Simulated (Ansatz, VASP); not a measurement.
**TePb in VASP and in Ansatz**

INCAR

```
SYSTEM = TePb
PREC = Accurate
ENCUT = 520
EDIFF = 1E-6
ISMEAR = 0
SIGMA = 0.01
LREAL = .False.
LASPH = .True.
NELM = 80
ALGO = Normal
ISIF = 2
LWAVE = .False.
LCHARG = .False.
GGA = PE
NBANDS = 17
```

KPOINTS

```
regular mesh
0
Gamma
  6 6 6
  0 0 0
```

POSCAR

```
TePb
1.0
    0.0000000000      3.6654227701      3.6654227701
    3.6654227701      0.0000000000      3.6654227701
    3.6654227701      3.6654227701      0.0000000000
Pb Te
1 1
Direct
    0.0000000000      0.0000000000      0.0000000000
    0.2500000000      0.2500000000      0.2500000000
```

Input for Ansatz:

```yaml
crystal:
  lattice:
    - [0.0, 3.6654227701, 3.6654227701]
    - [3.6654227701, 0.0, 3.6654227701]
    - [3.6654227701, 3.6654227701, 0.0]
  atoms:
    - { symbol: Pb, position: [0.0, 0.0, 0.0] }
    - { symbol: Te, position: [0.25, 0.25, 0.25] }
kpoints:
  mp_grid: { grid: [6, 6, 6] }
hamiltonian:
  xc: pbe
scf:
  occupations: { method: fixed }
  n_extra_bands: 4
output:
  forces: true
  stress: true
  eigenvalues: true
```

Alike in both runs: task single point; functional PBE; k mesh 6 × 6 × 6; no spin polarisation.

|  | VASP | Ansatz |
| --- | --- | --- |
| version | VASP 6.6.1 | Ansatz 0.2.0 |
| potentials or method | VASP PAW PBE potentials, release 64 (Pb_d, Te) | plane waves, PAW |
| plane-wave cutoff (eV) | 520 | 420 |
| occupations | gaussian, width 0.01 eV | fixed |
| valence electrons in the cell | 20 | 30 |

```csv
,VASP,Ansatz,Ansatz less VASP
gap on the k mesh at the Fermi level (eV),0.77,0.77,0.000
pressure (GPa),0.0,0.0,+0.03
```

VASP's potentials hold 20 valence electrons a cell and Ansatz's 30, so a difference there can come from the potentials and not from the codes.

Neither program's run includes spin-orbit coupling.
